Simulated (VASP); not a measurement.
Ir: single point with LDA

Crystal: Ir.

```
CELL_PARAMETERS angstrom
0.00000 1.90609 1.90609
1.90609 0.00000 1.90609
1.90609 1.90609 0.00000
ATOMIC_POSITIONS crystal
Ir 0.00000 0.00000 0.00000
```

| Quantity | Value |
| --- | --- |
| Program | VASP 6.6.1 |
| Task | single point |
| Functional | LDA |
| Potentials or basis | VASP PAW LDA potentials, release 64 (Ir_sv_GW) |
| Cutoff | 500 eV |
| k mesh | 14 × 14 × 14 |
| Occupations | methfessel-paxton, width 0.1 eV |
| Spin | no spin polarisation |

| Item | Value |
| --- | --- |
| Pressure | -1.9 GPa |

Levels at points of the mesh, in eV from the Fermi level:
| k point | band 5 | band 6 | band 7 | band 8 | band 9 | band 10 | band 11 | band 12 |
| --- | --- | --- | --- | --- | --- | --- | --- | --- |
| (0.00, 0.00, 0.00) | -11.19 | -3.92 | -3.92 | -3.92 | -1.10 | -1.10 | 13.70 | 19.29 |
| (0.50, 0.00, 0.00) | -8.21 | -4.02 | -4.02 | -0.63 | 1.06 | 1.06 | 7.63 | 13.37 |
| (0.50, 0.50, 0.00) | -8.04 | -7.47 | 1.05 | 1.66 | 1.66 | 1.86 | 10.97 | 11.70 |

Wall time 7.7 s on 1 thread of Intel(R) Xeon(R) 6975P-C (Granite Rapids) (shared host), peak memory 0.13 GiB.

Caveat: spin-orbit coupling is left out, which moves the levels of the heavy elements.
